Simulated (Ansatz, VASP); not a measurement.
## One calculation of B, two programs

```xyz
8
Lattice="3.7697 0.0000 0.0000 0.0000 3.7697 0.0000 0.0000 0.0000 3.7697" Properties=species:S:1:pos:R:3 pbc="T T T"
B     0.9424    0.9424    0.9424
B     0.9424    0.9424    2.8273
B     0.9424    2.8273    0.9424
B     0.9424    2.8273    2.8273
B     2.8273    0.9424    0.9424
B     2.8273    0.9424    2.8273
B     2.8273    2.8273    0.9424
B     2.8273    2.8273    2.8273
```

Alike in both runs: task single point; functional PBE; k mesh 6 × 6 × 6; occupations gaussian, width 0.2 eV; no spin polarisation.

|  | VASP | Ansatz |
| --- | --- | --- |
| version | VASP 6.6.1 | Ansatz 0.2.0 |
| potentials or method | VASP PAW PBE potentials, release 64 (B), cutoff 520 eV | scalar-relativistic, plane waves, PAW |
| valence electrons in the cell | 24 | 24 |

|  | VASP | Ansatz | Ansatz less VASP |
| --- | --- | --- | --- |
| gap on the k mesh at the Fermi level (eV) | none | none | - |
| pressure (GPa) | 0.8 | 0.7 | -0.05 |

A gap of «none» marks a metal or a gap that the smearing closes.
